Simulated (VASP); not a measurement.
Set up this calculation in VASP 6.6.1, as the native input.

```yaml
Task: relaxation of cell and atoms
Functional: LDA
Potentials_or_basis: VASP PAW LDA potentials, release 64 (La, Ga_d)
Cutoff: 600 eV
k_mesh: 9 × 9 × 8
Occupations: methfessel-paxton, width 0.05 eV
Spin: no spin polarisation
Dipole_correction: no
Further_INCAR_settings: ALGO = Normal; EDIFF = 1e-07; IBRION = 2; EDIFFG = -0.005; NSW = 100; ISIF = 3
```

The structure of LaGa2 lies in POSCAR:

```
LaGa2
1.0
    4.4322576538      0.0000000000      0.0000000000
   -2.2161288269      3.8384477242      0.0000000000
    0.0000000000      0.0000000000      4.5307522683
La Ga
1 2
Direct
    0.0000000000      0.0000000000      0.0000000000
    0.3333333333      0.6666666667      0.5000000000
    0.6666666667      0.3333333333      0.5000000000
```

One way to write it, as run:

INCAR

```
PREC     = Accurate       # precision mode
ENCUT    = 600            # plane-wave cutoff, eV
EDIFF    = 1E-7           # SCF threshold, eV
ISMEAR   = 1              # smearing method
SIGMA    = 0.05           # smearing width, eV
LREAL    = False          # projectors in reciprocal space
LASPH    = True           # aspherical terms in the spheres
NELM     = 100            # most SCF steps
ALGO     = Normal         # electronic algorithm
ISIF     = 3              # what is computed and relaxed
LWAVE    = False          # write WAVECAR
LCHARG   = False          # write CHGCAR
GGA      = CA             # functional
IBRION   = 2              # ionic algorithm
NSW      = 100            # ionic steps
EDIFFG   = -0.005         # ionic threshold
```

KPOINTS

```
Automatic mesh
0
Gamma
  9 9 8
```

Potentials or basis: VASP PAW LDA potentials, release 64 (La, Ga_d).

Command:

```bash
$ cat potpaw_LDA.64/La/POTCAR potpaw_LDA.64/Ga_d/POTCAR > POTCAR
$ mpirun -np 1 vasp_std > vasp.out
```

Results of the run:

The relaxed volume is 22.45 Å³/atom. The relaxed cell is a = 4.229 Å, b = 4.229 Å, c = 4.350 Å, α = 90.00°, β = 90.00°, γ = 120.00° and the space group after relaxing (to 0.05 Å) is P6/mmm (No. 191). The energy gained by relaxing is 95.4 meV/atom. The ionic steps are 11. The pressure after relaxing is 0.0 GPa.

Caveat: the volume moved by -13 % from the deposited cell, more than functionals usually miss.

Wall time 13 min on 1 thread of Intel(R) Xeon(R) Platinum 8259CL CPU @ 2.50GHz (Skylake/Cascade Lake) (shared host), peak memory 0.28 GiB.
